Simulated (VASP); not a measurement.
# GaN (I4/mmm) in VASP: notebook

GaN is run at these levels: PBEsol; tasks: single point.

All numbers are computed with VASP 6.6.1; they aren't measurements. Logs are shortened: lines on timing, memory, paths and dates and some standing lists are left out, and cuts for length are marked.

### 1 The cell of the first run

It takes space group I4/mmm (No. 139, tetragonal). The conventional cell has a = 3.390 Å, b = 3.390 Å, c = 3.389 Å, α = 90.00°, β = 90.00°, γ = 90.00°. Within 2.3 Å of Ga (site symmetry 4/mmm) lie 2 N at 1.69 Å. Within 2.3 Å of N (site symmetry 4/mmm) lie 2 Ga at 1.69 Å.

### 2 Single point, PBEsol

INCAR

```
SYSTEM = GaN
  PREC = Accurate
  ENCUT = 520
  EDIFF = 1E-6
  ISMEAR = 0
  SIGMA = 0.03
  LREAL = .FALSE.
  LASPH = .TRUE.
  NELM = 80
  ALGO = Normal
  ISIF = 2
  LWAVE = .FALSE.
  LCHARG = .FALSE.
  GGA = PS
  NBANDS = 16
```

KPOINTS

```
Automatic mesh
0
G
  16 16 16
  0 0 0
```

POSCAR

```
GaN
1.0
    0.0000000000      2.3968409079      1.6945665219
    2.3968409079      0.0000000000      1.6945665219
    2.3968409079      2.3968409079      0.0000000000
Ga N
1 1
Direct
    0.0000000000      0.0000000000      0.0000000000
    0.5000000000      0.5000000000      0.5000000000
```

Potentials or basis: VASP PAW PBE potentials, release 64 (Ga_d, N).

Started as:

```
$ cat potpaw_PBE.64/Ga_d/POTCAR potpaw_PBE.64/N/POTCAR > POTCAR
$ mpirun -np 1 vasp_std > vasp.out
```

OUTCAR:

```text
SYSTEM = GaN
   PREC = Accurate
   ENCUT = 520
   EDIFF = 1E-6
   ISMEAR = 0
   LREAL = .FALSE.
   LASPH = .TRUE.
   NELM = 80
   ISIF = 2
   GGA = PS

 ion  position               nearest neighbor table
   1  0.000  0.000  0.000-   2 1.69   2 1.69
   2  0.500  0.500  0.500-   1 1.69   1 1.69

  LATTYP: Found a body centered tetragonal cell.
 ALAT       =     3.3896449188
 C/A-ratio  =     0.9998489886

  Lattice vectors:

 A1 = (   0.0000000000,  -2.3968409079,  -1.6945665219)
 A2 = (   0.0000000000,   2.3968409079,  -1.6945665219)
 A3 = (   2.3968409079,   0.0000000000,   1.6945665219)

Analysis of symmetry for initial positions (statically):
=====================================================================
 Subroutine PRICEL returns:
 Original cell was already a primitive cell.

 Routine SETGRP: Setting up the symmetry group for a
 body centered tetragonal supercell.

 Subroutine GETGRP returns: Found 16 space group operations
 (whereof 16 operations were pure point group operations)
 out of a pool of 16 trial point group operations.

The static configuration has the point symmetry D_4h.

Analysis of symmetry for dynamics (positions and initial velocities):
=====================================================================
 Subroutine PRICEL returns:
 Original cell was already a primitive cell.

 Routine SETGRP: Setting up the symmetry group for a
 body centered tetragonal supercell.

 Subroutine GETGRP returns: Found 16 space group operations
 (whereof 16 operations were pure point group operations)
 out of a pool of 16 trial point group operations.

The dynamic configuration has the point symmetry D_4h.

 Subroutine INISYM returns: Found 16 space group operations
 (whereof 16 operations are pure point group operations),
 and found     1 'primitive' translations

----------------------------------------------------------------------------------------

                                     Primitive cell

  volume of cell :      19.4700

  direct lattice vectors                    reciprocal lattice vectors
     0.000000000  2.396840908  1.694566522    -0.208607922  0.208607922  0.295060709
     2.396840908  0.000000000  1.694566522     0.208607922 -0.208607922  0.295060709
     2.396840908  2.396840908  0.000000000     0.208607922  0.208607922 -0.295060709

  length of vectors
     2.935370851  2.935370851  3.389644919     0.417247351  0.417247351  0.417247351

[... 80 lines left out ...]
   EDIFF  = 0.1E-05   stopping-criterion for ELM
   LREAL  =      F    real-space projection
   EDIFFG = 0.1E-04   stopping-criterion for IOM
   NSW    =      0    number of steps for IOM
   IBRION =     -1    ionic relax: 0-MD 1-quasi-New 2-CG
   NFREE  =      0    steps in history (QN), initial steepest desc. (CG)
   ISIF   =      2    stress and relaxation
   ISYM   =      2    0-nonsym 1-usesym 2-fastsym
   POTIM  = 0.5000    time-step for ionic-motion
   TEBEG  =    0.0;   TEEND  =   0.0 temperature during run
   PSTRESS=    0.0 pullay stress
   NELECT =      18.0000    total number of electrons
   NUPDOWN=      -1.0000    fix difference up-down
   EMIN   =  10.00;   EMAX   =-10.00  energy-range for DOS
   EFERMI =   0.00;   METHOD = LEGACY
   ISMEAR =     0;   SIGMA  =   0.03  broadening in eV -4-tet -1-fermi 0-gaus
   EFERMI_NEDOS =   21; number of points for ismear=-14 and -15
   IALGO  =     38    algorithm
   IMIX   =      4    mixing-type and parameters
     AMIX     =   0.40;   BMIX     =  1.00
     AMIX_MAG =   1.60;   BMIX_MAG =  1.00
  volume/ion in A,a.u.               =       9.74        65.70
  Fermi-wavevector in a.u.,A,eV,Ry     =   1.594814  3.013761 34.605481  2.543431
  Thomas-Fermi vector in A             =   2.692830
   LORBIT       =      0    0 simple, 1 ext, 2 COOP (PROOUT), +10 PAW based schemes
   GGA     = PS    functional components
   LHFCALC =     F    Hartree Fock is set to
   AEXX    =    0.0000 exact exchange contribution
   IVDW    =     0    specifies the selected vdW correction
   LEPSILON=     F    determine dielectric tensor
   LRPA    =     F    only Hartree local field effects (RPA)
 non-spin polarized calculation
 Gauss-broadening in eV      SIGMA  =   0.03
  energy-cutoff  :      520.00
  volume of cell :       19.47
 maximum number of plane-waves:       540
 NGX is ok and might be reduce to    24

 number of electron      17.9999997 magnetization

 Free energy of the ion-electron system (eV)
  ---------------------------------------------------
  ext. energy  EPLUGINS =         0.00000000
  ---------------------------------------------------
  free energy    TOTEN  =       -11.13120153 eV

  energy without entropy =      -11.13120153  energy(sigma->0) =      -11.13120153

 E-fermi :   7.4270     XC(G=0): -12.9231

 val. band max:        7.2931128578   @ k =   0.0000   0.0000   0.0000
 cond. band min:       8.8126803734   @ k =   0.5000   0.5000   0.0000
 fundamental gap:      1.5195675157
 Fermi energy:         7.4270290799

 k-point     1 :       0.0000    0.0000    0.0000
  band No.  band energies     occupation
      1     -10.7464      2.00000
      2      -6.8861      2.00000
      3      -6.7929      2.00000
      4      -6.7929      2.00000
      5      -6.6894      2.00000
      6      -6.2479      2.00000
[... 433 lines left out ...]
      3      -6.7883      2.00000
      4      -6.7812      2.00000
      5      -6.6911      2.00000
      6      -6.2035      2.00000
[... 8 lines left out ...]
     15      24.2361      0.00000
     16      25.5646      0.00000

 [... further k-points ...]

------------------------ aborting loop because EDIFF is reached ----------------------------------------

  FORCE on cell =-STRESS in cart. coord.  units (eV):
  Direction    XX          YY          ZZ          XY          YZ          ZX
  --------------------------------------------------------------------------------------
  -------------------------------------------------------------------------------------
  Total        0.6062252      0.6062252     13.6890206      0.0000000     -0.0000000      0.0000000
  in kB       49.8858719     49.8858719   1126.4603913      0.0000000     -0.0000000      0.0000000
  external PRESSURE =     408.7440451 kB  Pullay stress =       0.0000000 kB

 VOLUME and BASIS-vectors are now :
 -----------------------------------------------------------------------------
  energy-cutoff  :      520.00
  volume of cell :       19.47
      direct lattice vectors                 reciprocal lattice vectors
     0.000000000  2.396840908  1.694566522    -0.208607922  0.208607922  0.295060709
     2.396840908  0.000000000  1.694566522     0.208607922 -0.208607922  0.295060709
     2.396840908  2.396840908  0.000000000     0.208607922  0.208607922 -0.295060709

 POSITION                                       TOTAL-FORCE (eV/Angst)
 -----------------------------------------------------------------------------------
      0.00000      0.00000      0.00000         0.000000     -0.000000      0.000000
      2.39684      2.39684      1.69457        -0.000000      0.000000      0.000000
 -----------------------------------------------------------------------------------
    total drift:                                0.000000     -0.000000     -0.000000

  FREE ENERGIE OF THE ION-ELECTRON SYSTEM (eV)
  ---------------------------------------------------
  free  energy   TOTEN  =       -11.1312015290 eV

  energy  without entropy=      -11.1312015290  energy(sigma->0) =      -11.13120153
```

OSZICAR:

```text
N       E                     dE             d eps       ncg     rms          rms(c)
DAV:   1     0.759691308110E+02    0.75969E+02   -0.93184E+03 12952   0.211E+03
DAV:   2    -0.893595314930E+01   -0.84905E+02   -0.79300E+02 12960   0.323E+02
DAV:   3    -0.135362516203E+02   -0.46003E+01   -0.45874E+01 12624   0.654E+01
DAV:   4    -0.135810186543E+02   -0.44767E-01   -0.44762E-01 14048   0.670E+00
DAV:   5    -0.135815899358E+02   -0.57128E-03   -0.57128E-03 13184   0.680E-01    0.838E+00
DAV:   6    -0.111927903466E+02    0.23888E+01   -0.52254E+00 15960   0.505E+01    0.277E+00
DAV:   7    -0.111648992841E+02    0.27891E-01   -0.38689E-01 12128   0.607E+00    0.180E+00
DAV:   8    -0.111338518296E+02    0.31047E-01   -0.44678E-02 14760   0.383E+00    0.508E-01
DAV:   9    -0.111312775953E+02    0.25742E-02   -0.12318E-02 15008   0.279E+00    0.110E-01
DAV:  10    -0.111312021665E+02    0.75429E-04   -0.10740E-03 12976   0.407E-01    0.272E-02
DAV:  11    -0.111312007216E+02    0.14449E-05   -0.69486E-05 14032   0.917E-02    0.189E-02
DAV:  12    -0.111312015290E+02   -0.80741E-06   -0.18557E-06 11480   0.308E-02
   1 F= -.11131202E+02 E0= -.11131202E+02  d E =-.245400E-13
```

Run time: 3 min. Hardware: 1 thread of Intel Xeon 8259CL, shared host; peak memory 0.23 GiB.

Results:

```yaml
Free_energy: -11.1312 eV
Pressure: 40.9 GPa
Band_gap_on_the_k_mesh: 1.52 eV (least direct gap 2.96 eV)
```

Caveat: the stress differs along the axes, from 5 to 113 GPa; the PAW data sets were made with another functional, which shifts forces and pressure a little. A k mesh can miss the band edges.

### 3 Single point, PBEsol

This run uses another cell than the first one, of the same volume but with other edges.

INCAR

```
  PREC = Accurate
  ENCUT = 520
  EDIFF = 1E-6
  ISMEAR = 0
  SIGMA = 0.03
  LREAL = F
  LASPH = T
  NELM = 80
  ALGO = Normal
  ISIF = 2
  LWAVE = F
  LCHARG = F
  GGA = PS
  NBANDS = 16
```

KPOINTS

```
regular mesh
0
Gamma
  16 16 16
```

POSCAR

```
GaN
1.0
    0.0000000000      1.9023738893      2.6899566795
    1.9023738893      0.0000000000      2.6899566795
    1.9023738893      1.9023738893      0.0000000000
Ga N
1 1
Direct
    0.0000000000      0.0000000000      0.0000000000
    0.5000000000      0.5000000000      0.5000000000
```

Potentials or basis: VASP PAW PBE potentials, release 64 (Ga_d, N).

Started as:

```
$ cat potpaw_PBE.64/Ga_d/POTCAR potpaw_PBE.64/N/POTCAR > POTCAR
$ mpirun -np 1 vasp_std > vasp.out
```

Run time: 3.7 min. Hardware: 1 thread of Intel Xeon 8259CL, shared host; peak memory 0.23 GiB.

The run converged. Its results:

```yaml
Free_energy: -11.5104 eV
Pressure: 31.6 GPa
Band_gap_on_the_k_mesh: zero (bands 9 and 10 overlap by 0.14 eV)
```

Stress tensor (GPa, compression positive):
```
51.74  0.00  0.00
 0.00 51.74  0.00
 0.00  0.00 -8.75
```

Levels at points of the mesh, in eV from the Fermi level:
```
           k point  band 5  band 6  band 7  band 8  band 9  band 10  band 11  band 12  band 13  band 14
(0.00, 0.00, 0.00)  -14.63  -14.45   -2.22   -2.22   -1.78     1.64     9.82    12.45    12.94    15.96
(0.50, 0.00, 0.00)  -14.56  -14.45   -9.23   -2.05   -0.03     2.02     8.80     8.82    11.93    15.46
(0.50, 0.50, 0.00)  -14.44  -13.47   -8.20   -2.88   -2.88     3.34     8.13     9.89    16.64    16.64
(0.50, 0.00, 0.50)  -14.15  -10.19   -7.95   -6.64   -2.21    -0.17     6.71     8.52    11.63    17.24
```

Caveat: the stress differs along the axes, from -9 to 52 GPa; semilocal functionals underestimate gaps, and a narrow one can read as zero; the PAW data sets were made with another functional, which shifts forces and pressure a little.

[end of part 1 of 2]

The gap in the log of VASP goes by the Fermi energy; the results here count the filled bands.